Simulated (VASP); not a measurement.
A run of VASP 6.6.1:

Contents of INCAR:

```
SYSTEM = Ca3AsP
  ALGO = Normal
  EDIFF = 1E-6
  ENCUT = 520
  GGA = PE
  ISIF = 2
  ISMEAR = -1
  LASPH = .True.
  LCHARG = .False.
  LREAL = .False.
  LWAVE = .False.
  NBANDS = 28
  NELM = 100
  PREC = Accurate
  SIGMA = 0.05
```

File KPOINTS:

```
k-points
0
Gamma
  5 5 5
  0 0 0
```

The input POSCAR:

```
Ca3AsP
1.0
    5.3338990000      0.0000000000      0.0000000000
    0.0000000000      5.3338990000      0.0000000000
    0.0000000000      0.0000000000      5.3338990000
As Ca P
1 3 1
Direct
    0.0000000000      0.0000000000      0.0000000000
    0.5000000000      0.5000000000      0.0000000000
    0.5000000000      0.0000000000      0.5000000000
    0.0000000000      0.5000000000      0.5000000000
    0.5000000000      0.5000000000      0.5000000000
```

Potentials or basis: VASP PAW PBE potentials, release 64 (As, Ca_sv, P).

The run is started by

```bash
$ cat potpaw_PBE.64/As/POTCAR potpaw_PBE.64/Ca_sv/POTCAR potpaw_PBE.64/P/POTCAR > POTCAR
$ mpirun -np 1 vasp_std > vasp.out
```

Hardware: 1 thread of AMD EPYC 7R13 Processor (Zen 3), with other jobs on the host.

Question: Estimate the wall time of this run.

Answer: It took 42 s on 1 thread of AMD EPYC 7R13 Processor (Zen 3), with other jobs on the host, peak memory 0.22 GiB. Counts: scf iterations 14, k points 10.
